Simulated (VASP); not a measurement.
# InSb (F-43m) in VASP: notebook

Runs on InSb. Level: PBE. Tasks: single point.

Program: VASP 6.6.1. These are calculated values, not measurements. Logs are shortened: lines on timing, memory, paths and dates and some standing lists are left out, and cuts for length are marked.

**Experimental background.**

From “Electronic Structure and Epitaxy of CdTe Shells on InSb Nanowires”, 2021, arxiv:2111.05126, for a bulk crystal of InSb: band gap 0.24 eV.

How close the calculation comes is told below.

## (1) The cell of the first run

Symmetry: F-43m, No. 216, cubic system. Conventional cell: a = 6.635 Å, b = 6.635 Å, c = 6.635 Å, α = 90.00°, β = 90.00°, γ = 90.00°. In (site symmetry -43m) has 4 Sb at 2.87 Å within 3.8 Å. Within 3.8 Å of Sb (site symmetry -43m) lie 4 In at 2.87 Å.

## (2) Single point, PBE

File INCAR:

```
PREC     = Accurate       # precision mode
ENCUT    = 520            # plane-wave cutoff, eV
EDIFF    = 1E-7           # SCF threshold, eV
ISMEAR   = 0              # smearing method
SIGMA    = 0.1            # smearing width, eV
LREAL    = F              # projectors in reciprocal space
LASPH    = T              # aspherical terms in the spheres
NELM     = 80             # most SCF steps
ALGO     = Normal         # electronic algorithm
ISIF     = 2              # what is computed and relaxed
LWAVE    = F              # write WAVECAR
LCHARG   = F              # write CHGCAR
GGA      = PE             # functional
NBANDS   = 16             # bands
```

File KPOINTS:

```
regular mesh
0
Gamma
  12 12 12
```

File POSCAR:

```
InSb
1.0
    0.0000000000      3.3174249912      3.3174249912
    3.3174249912      0.0000000000      3.3174249912
    3.3174249912      3.3174249912      0.0000000000
In Sb
1 1
Direct
    0.0000000000      0.0000000000      0.0000000000
    0.7500000000      0.7500000000      0.7500000000
```

Potentials or basis: VASP PAW PBE potentials, release 64 (In_d, Sb).

The run is started by

```console
> cat potpaw_PBE.64/In_d/POTCAR potpaw_PBE.64/Sb/POTCAR > POTCAR
> mpirun -np 1 vasp_std > vasp.out
```

OUTCAR:

```text
PREC = Accurate
   ENCUT = 520
   EDIFF = 1E-7
   ISMEAR = 0
   LREAL = F
   LASPH = T
   NELM = 80
   ISIF = 2
   GGA = PE

 ion  position               nearest neighbor table
   1  0.000  0.000  0.000-   2 2.87   2 2.87   2 2.87   2 2.87
   2  0.750  0.750  0.750-   1 2.87   1 2.87   1 2.87   1 2.87

  LATTYP: Found a face centered cubic cell.
 ALAT       =     6.6348499824

  Lattice vectors:

 A1 = (   0.0000000000,   3.3174249912,   3.3174249912)
 A2 = (   3.3174249912,   0.0000000000,   3.3174249912)
 A3 = (   3.3174249912,   3.3174249912,   0.0000000000)

Analysis of symmetry for initial positions (statically):
=====================================================================
 Subroutine PRICEL returns:
 Original cell was already a primitive cell.

 Routine SETGRP: Setting up the symmetry group for a
 face centered cubic supercell.

 Subroutine GETGRP returns: Found 24 space group operations
 (whereof 24 operations were pure point group operations)
 out of a pool of 48 trial point group operations.

The static configuration has the point symmetry T_d .

Analysis of symmetry for dynamics (positions and initial velocities):
=====================================================================
 Subroutine PRICEL returns:
 Original cell was already a primitive cell.

 Routine SETGRP: Setting up the symmetry group for a
 face centered cubic supercell.

 Subroutine GETGRP returns: Found 24 space group operations
 (whereof 24 operations were pure point group operations)
 out of a pool of 48 trial point group operations.

The dynamic configuration has the point symmetry T_d .

 Subroutine INISYM returns: Found 24 space group operations
 (whereof 24 operations are pure point group operations),
 and found     1 'primitive' translations

----------------------------------------------------------------------------------------

                                     Primitive cell

  volume of cell :      73.0186

  direct lattice vectors                    reciprocal lattice vectors
     0.000000000  3.317424991  3.317424991    -0.150719308  0.150719308  0.150719308
     3.317424991  0.000000000  3.317424991     0.150719308 -0.150719308  0.150719308
     3.317424991  3.317424991  0.000000000     0.150719308  0.150719308 -0.150719308

  length of vectors
     4.691547415  4.691547415  4.691547415     0.261053500  0.261053500  0.261053500

  position of ions in fractional coordinates (direct lattice)
     0.000000000  0.000000000  0.000000000
     0.750000000  0.750000000  0.750000000

  ion indices of the primitive-cell ions
   primitive index   ion index
                 1           1
                 2           2

----------------------------------------------------------------------------------------

 KPOINTS: regular mesh

Automatic generation of k-mesh.
 Grid dimensions read from file:
 generate k-points for:   12   12   12

 Generating k-lattice:

  Cartesian coordinates                     Fractional coordinates (reciprocal lattice)
    -0.012559942  0.012559942  0.012559942     0.083333333  0.000000000  0.000000000
     0.012559942 -0.012559942  0.012559942     0.000000000  0.083333333  0.000000000
     0.012559942  0.012559942 -0.012559942     0.000000000  0.000000000  0.083333333

  Length of vectors
     0.021754458  0.021754458  0.021754458

  Shift w.r.t. Gamma in fractional coordinates (k-lattice)
     0.000000000  0.000000000  0.000000000

 Subroutine IBZKPT returns following result:
 ===========================================

 Found     72 irreducible k-points:

 Following reciprocal coordinates:
            Coordinates               Weight
  0.000000  0.000000  0.000000      1.000000
  0.083333  0.000000  0.000000      8.000000
  0.166667  0.000000  0.000000      8.000000
  0.250000  0.000000  0.000000      8.000000
  0.333333  0.000000  0.000000      8.000000
  0.416667  0.000000  0.000000      8.000000
[... 16 lines left out ...]
  0.500000  0.166667  0.000000     24.000000
 -0.416667  0.166667  0.000000     24.000000
 [... further k-points ...]
   k-points           NKPTS =     72   k-points in BZ     NKDIM =     72   number of bands    NBANDS=     16
   number of dos      NEDOS =    301   number of ions     NIONS =      2
   total plane-waves  NPLWV =  46656
   dimension x,y,z NGX =    36 NGY =   36 NGZ =   36
   dimension x,y,z NGXF=    72 NGYF=   72 NGZF=   72
   ions per type =               1   1
   NGX,Y,Z   is equivalent  to a cutoff of  12.76, 12.76, 12.76 a.u.
   NGXF,Y,Z  is equivalent  to a cutoff of  25.51, 25.51, 25.51 a.u.
 SYSTEM =  unknown system
   PREC   = accura    normal or accurate (medium, high low for compatibility)
   ISTART =      0    job   : 0-new  1-cont  2-samecut
   ICHARG =      2    charge: 1-file 2-atom 10-const
   ISPIN  =      1    spin polarized calculation?
   LNONCOLLINEAR =      F non collinear calculations
   LSORBIT =      F    spin-orbit coupling
   LASPH  =      T    aspherical Exc in radial PAW
   ENCUT  =  520.0 eV  38.22 Ry    6.18 a.u.   8.72  8.72  8.72*2*pi/ulx,y,z
   NELM   =     80;   NELMIN=  2; NELMDL= -5     # of ELM steps
   EDIFF  = 0.1E-06   stopping-criterion for ELM
   LREAL  =      F    real-space projection
   EDIFFG = 0.1E-05   stopping-criterion for IOM
   NSW    =      0    number of steps for IOM
   IBRION =     -1    ionic relax: 0-MD 1-quasi-New 2-CG
   NFREE  =      0    steps in history (QN), initial steepest desc. (CG)
   ISIF   =      2    stress and relaxation
   ISYM   =      2    0-nonsym 1-usesym 2-fastsym
   POTIM  = 0.5000    time-step for ionic-motion
   TEBEG  =    0.0;   TEEND  =   0.0 temperature during run
   PSTRESS=    0.0 pullay stress
   NELECT =      18.0000    total number of electrons
   NUPDOWN=      -1.0000    fix difference up-down
   EMIN   =  10.00;   EMAX   =-10.00  energy-range for DOS
   EFERMI =   0.00;   METHOD = LEGACY
   ISMEAR =     0;   SIGMA  =   0.10  broadening in eV -4-tet -1-fermi 0-gaus
   EFERMI_NEDOS =   21; number of points for ismear=-14 and -15
   IALGO  =     38    algorithm
   IMIX   =      4    mixing-type and parameters
     AMIX     =   0.40;   BMIX     =  1.00
     AMIX_MAG =   1.60;   BMIX_MAG =  1.00
  volume/ion in A,a.u.               =      36.51       246.38
  Fermi-wavevector in a.u.,A,eV,Ry     =   1.026490  1.939784 14.336199  1.053681
  Thomas-Fermi vector in A             =   2.160385
   LORBIT       =      0    0 simple, 1 ext, 2 COOP (PROOUT), +10 PAW based schemes
   GGA     = PE    functional components
   LHFCALC =     F    Hartree Fock is set to
   AEXX    =    0.0000 exact exchange contribution
   IVDW    =     0    specifies the selected vdW correction
   LEPSILON=     F    determine dielectric tensor
   LRPA    =     F    only Hartree local field effects (RPA)
 non-spin polarized calculation
 Gauss-broadening in eV      SIGMA  =   0.10
  energy-cutoff  :      520.00
  volume of cell :       73.02
 maximum number of plane-waves:      1992
   NGX = 17   NGY = 17   NGZ = 17

 number of electron      18.0000008 magnetization

 Free energy of the ion-electron system (eV)
  ---------------------------------------------------
  ext. energy  EPLUGINS =         0.00000000
  ---------------------------------------------------
  free energy    TOTEN  =        -6.95317525 eV

  energy without entropy =       -6.95302107  energy(sigma->0) =       -6.95309816

 E-fermi :   4.4413     XC(G=0):  -8.3838

 val. band max:        4.3799062518   @ k =   0.0000   0.0000   0.0000
 cond. band min:       4.7991041551   @ k =   0.5000   0.0000   0.0000
 fundamental gap:      0.4191979033
 Fermi energy:         4.4413483127

 k-point     1 :       0.0000    0.0000    0.0000
  band No.  band energies     occupation
      1     -10.0882      2.00000
      2     -10.0882      2.00000
      3     -10.0882      2.00000
      4     -10.0214      2.00000
      5     -10.0214      2.00000
      6      -5.9070      2.00000
[... 8 lines left out ...]
     15      12.5166      0.00000
     16      12.5166      0.00000

 k-point     2 :       0.0833    0.0000    0.0000
  band No.  band energies     occupation
      1     -10.0906      2.00000
      2     -10.0871      2.00000
      3     -10.0871      2.00000
      4     -10.0215      2.00000
      5     -10.0215      2.00000
      6      -5.8501      2.00000
[... 8 lines left out ...]
     15      12.0568      0.00000
     16      12.0568      0.00000

 k-point     3 :       0.1667    0.0000    0.0000
  band No.  band energies     occupation
      1     -10.0970      2.00000
      2     -10.0841      2.00000
      3     -10.0841      2.00000
      4     -10.0216      2.00000
      5     -10.0216      2.00000
      6      -5.6842      2.00000
[... 8 lines left out ...]
     15      11.6492      0.00000
     16      11.6492      0.00000

 k-point     4 :       0.2500    0.0000    0.0000
  band No.  band energies     occupation
      1     -10.1058      2.00000
      2     -10.0803      2.00000
      3     -10.0803      2.00000
      4     -10.0214      2.00000
      5     -10.0214      2.00000
      6      -5.4264      2.00000
[... 8 lines left out ...]
     15      11.6122      0.00000
     16      11.6122      0.00000
[... 324 lines left out ...]
 k-point    22 :       0.4167    0.1667    0.0000
  band No.  band energies     occupation
      1     -10.1247      2.00000
      2     -10.0717      2.00000
      3     -10.0696      2.00000
      4     -10.0254      2.00000
      5     -10.0182      2.00000
      6      -4.8431      2.00000
[... 8 lines left out ...]
     15      12.7430      0.00000
     16      13.4345      0.00000

 k-point    23 :       0.5000    0.1667    0.0000
  band No.  band energies     occupation
      1     -10.1277      2.00000
      2     -10.0708      2.00000
      3     -10.0687      2.00000
      4     -10.0239      2.00000
      5     -10.0189      2.00000
      6      -4.6137      2.00000
[... 8 lines left out ...]
     15      13.1282      0.00000
     16      13.4594      0.00000

 k-point    24 :      -0.4167    0.1667    0.0000
  band No.  band energies     occupation
      1     -10.1273      2.00000
      2     -10.0708      2.00000
      3     -10.0694      2.00000
      4     -10.0223      2.00000
      5     -10.0203      2.00000
      6      -4.5783      2.00000
[... 8 lines left out ...]
     15      12.4855      0.00000
     16      12.8059      0.00000

 [... further k-points ...]

------------------------ aborting loop because EDIFF is reached ----------------------------------------

  FORCE on cell =-STRESS in cart. coord.  units (eV):
  Direction    XX          YY          ZZ          XY          YZ          ZX
  --------------------------------------------------------------------------------------
  -------------------------------------------------------------------------------------
  Total       -0.0082127     -0.0082127     -0.0082127      0.0000000      0.0000000     -0.0000000
  in kB       -0.1802033     -0.1802033     -0.1802033      0.0000000      0.0000000     -0.0000000
  external PRESSURE =      -0.1802033 kB  Pullay stress =       0.0000000 kB

 VOLUME and BASIS-vectors are now :
 -----------------------------------------------------------------------------
  energy-cutoff  :      520.00
  volume of cell :       73.02
      direct lattice vectors                 reciprocal lattice vectors
     0.000000000  3.317424991  3.317424991    -0.150719308  0.150719308  0.150719308
     3.317424991  0.000000000  3.317424991     0.150719308 -0.150719308  0.150719308
     3.317424991  3.317424991  0.000000000     0.150719308  0.150719308 -0.150719308

 POSITION                                       TOTAL-FORCE (eV/Angst)
 -----------------------------------------------------------------------------------
      0.00000      0.00000      0.00000        -0.000000     -0.000000     -0.000000
      4.97614      4.97614      4.97614         0.000000      0.000000      0.000000
 -----------------------------------------------------------------------------------
    total drift:                                0.000000      0.000000      0.000000

  FREE ENERGIE OF THE ION-ELECTRON SYSTEM (eV)
  ---------------------------------------------------
  free  energy   TOTEN  =        -6.9531752492 eV

  energy  without entropy=       -6.9530210663  energy(sigma->0) =       -6.95309816
```

It took 72 s on 1 thread of AMD EPYC 7R13 (Zen 3), shared host; peak memory 0.22 GiB.

What came out:

```yaml
Free_energy: -6.9532 eV
Pressure: 0.0 GPa
Band_gap_on_the_k_mesh: zero (filled and empty bands touch)
```

Caveat: spin-orbit coupling is left out, which moves the levels of the heavy elements.

## (3) Single point, PBE

File INCAR:

```
SYSTEM = InSb
ALGO     = Normal         ! electronic algorithm
EDIFF    = 1E-6           ! SCF threshold, eV
ENCUT    = 520            ! plane-wave cutoff, eV
GGA      = PE             ! functional
ISIF     = 2              ! what is computed and relaxed
ISMEAR   = 0              ! smearing method
LASPH    = .True.         ! aspherical terms in the spheres
LCHARG   = .False.        ! write CHGCAR
LREAL    = .False.        ! projectors in reciprocal space
LWAVE    = .False.        ! write WAVECAR
NBANDS   = 16             ! bands
NELM     = 100            ! most SCF steps
PREC     = Accurate       ! precision mode
SIGMA    = 0.15           ! smearing width, eV
```

File KPOINTS:

```
k-points
0
Gamma
  16 16 16
  0 0 0
```

POSCAR is that of step 2.

Potentials or basis: VASP PAW PBE potentials, release 64 (In_d, Sb).

The run is started by

```console
> cat potpaw_PBE.64/In_d/POTCAR potpaw_PBE.64/Sb/POTCAR > POTCAR
> mpirun -np 1 vasp_std > vasp.out
```

It took 2.1 min on 1 thread of AMD EPYC 7R13 (Zen 3), shared host; peak memory 0.3 GiB.

Results (log left out):

- Free energy: -6.9536 eV
- Pressure: 0.0 GPa
- Band gap on the k mesh: zero (filled and empty bands touch)

Levels at points of the mesh, in eV from the Fermi level:
```tsv
k point	band 7	band 8	band 9	band 10	band 11	band 12
(0.00, 0.00, 0.00)	-0.74	-0.15	-0.15	-0.15	2.82	2.82
(0.50, 0.00, 0.00)	-5.45	-1.05	-1.05	0.27	3.65	3.65
(0.50, 0.50, 0.00)	-5.77	-2.19	-2.19	1.21	1.32	7.58
```

Caveat: spin-orbit coupling is left out, which moves the levels of the heavy elements.

## (4) Single point, PBE

This run uses another cell than the first one, of 33.98 Å³/atom, 0.931 times its volume.

File INCAR:

```
PREC = Accurate
ENCUT = 520
EDIFF = 1E-6
ISMEAR = 0
SIGMA = 0.1
LREAL = False
LASPH = True
NELM = 80
ALGO = Normal
ISIF = 2
LWAVE = False
LCHARG = False
GGA = PE
NBANDS = 16
```

File KPOINTS:

```
regular mesh
0
Gamma
  6 6 6
```

File POSCAR:

```
InSb
1.0
    0.0000000000      3.2391000000      3.2391000000
    3.2391000000      0.0000000000      3.2391000000
    3.2391000000      3.2391000000      0.0000000000
In Sb
1 1
Direct
    0.0000000000      0.0000000000      0.0000000000
    0.2500000000      0.2500000000      0.2500000000
```

The run is started by

```console
> cat potpaw_PBE.64/In_d/POTCAR potpaw_PBE.64/Sb/POTCAR > POTCAR
> mpirun -np 1 vasp_std > vasp.out
```

Run time: 21 s. Hardware: 1 thread of AMD EPYC 7R43 (Zen 3), shared host; peak memory 0.17 GiB.

Results (log left out):

| Item | Value |
| --- | --- |
| Free energy | -6.8843 eV |
| Pressure | 3.2 GPa |
| Band gap on the k mesh | zero (filled and empty bands touch) |

Levels at points of the mesh, in eV from the Fermi level:
```tsv
k point	band 7	band 8	band 9	band 10	band 11	band 12
(0.00, 0.00, 0.00)	-0.22	-0.03	-0.03	-0.03	2.92	2.92
(0.50, 0.00, 0.00)	-5.65	-1.04	-1.04	0.51	3.78	3.78
(0.50, 0.50, 0.00)	-5.95	-2.30	-2.30	1.30	1.31	8.12
```

Caveat: spin-orbit coupling is left out, which moves the levels of the heavy elements.

## (5) Single point, PBE (volume scaled by 0.88)

File INCAR:

```
SYSTEM = InSb
PREC = Accurate
ENCUT = 520
EDIFF = 1E-7
ISMEAR = 0
SIGMA = 0.1
LREAL = .FALSE.
LASPH = .TRUE.
NELM = 100
ALGO = Normal
ISIF = 2
LWAVE = .FALSE.
LCHARG = .FALSE.
GGA = PE
NBANDS = 16
```

File KPOINTS:

```
Automatic mesh
0
G
  12 12 12
  0 0 0
```

File POSCAR:

```
InSb
1.0
    0.0000000000      3.1790351920      3.1790351920
    3.1790351920      0.0000000000      3.1790351920
    3.1790351920      3.1790351920      0.0000000000
In Sb
1 1
Direct
    0.0000000000      0.0000000000      0.0000000000
    0.2500000000      0.2500000000      0.2500000000
```

The run is started by

```console
> cat potpaw_PBE.64/In_d/POTCAR potpaw_PBE.64/Sb/POTCAR > POTCAR
> mpirun -np 1 vasp_std > vasp.out
```

Wall time 85 s (1 thread of AMD EPYC 7R43 (Zen 3), shared host); peak memory 0.21 GiB.

It converged, with:

```yaml
Free_energy: -6.7981 eV
Pressure: 6.4 GPa
Band_gap_on_the_k_mesh: 0.14 eV, direct
```

Levels at points of the mesh, in eV from the valence-band top:
```csv
k point,band 5,band 6,band 7,band 8,band 9,band 10,band 11,band 12,band 13,band 14
"(0.00, 0.00, 0.00)",-14.64,-11.09,0.00,0.00,0.00,0.14,2.95,2.95,2.95,5.78
"(0.50, 0.00, 0.00)",-14.64,-9.58,-5.90,-1.10,-1.10,0.64,3.81,3.81,6.05,8.60
"(0.50, 0.50, 0.00)",-14.63,-8.90,-6.17,-2.46,-2.46,1.24,1.29,8.49,8.49,9.19
```

Caveat: the cell differs from its parent crystal (volume scaled by 0.88); spin-orbit coupling is left out, which moves the levels of the heavy elements. A k mesh can miss the band edges.

(Part 1 of 2 ends here.)
